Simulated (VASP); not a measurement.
Here is a VASP 6.6.1 calculation.

Contents of INCAR:

```
  ALGO = Normal
  EDIFF = 1E-6
  ENCUT = 520
  GGA = PE
  ISIF = 2
  ISMEAR = -1
  LASPH = True
  LCHARG = False
  LREAL = False
  LWAVE = False
  NBANDS = 12
  NELM = 80
  PREC = Accurate
  SIGMA = 0.1
```

File KPOINTS:

```
k-points
0
Gamma
  5 5 5
```

The input POSCAR:

```
Cu
1.0
    0.0000000000      1.8075000000      1.8075000000
    1.8075000000      0.0000000000      1.8075000000
    1.8075000000      1.8075000000      0.0000000000
Cu
1
Direct
    0.0000000000      0.0000000000      0.0000000000
```

Potentials or basis: VASP PAW PBE potentials, release 64 (Cu).

The run is started by

```sh
$ cat potpaw_PBE.64/Cu/POTCAR > POTCAR
$ mpirun -np 1 vasp_std > vasp.out
```

(1) Predict the pressure.

Answers

(1) 1.6 GPa.

Caveat: the k points lie up to 0.60 Å⁻¹ apart.
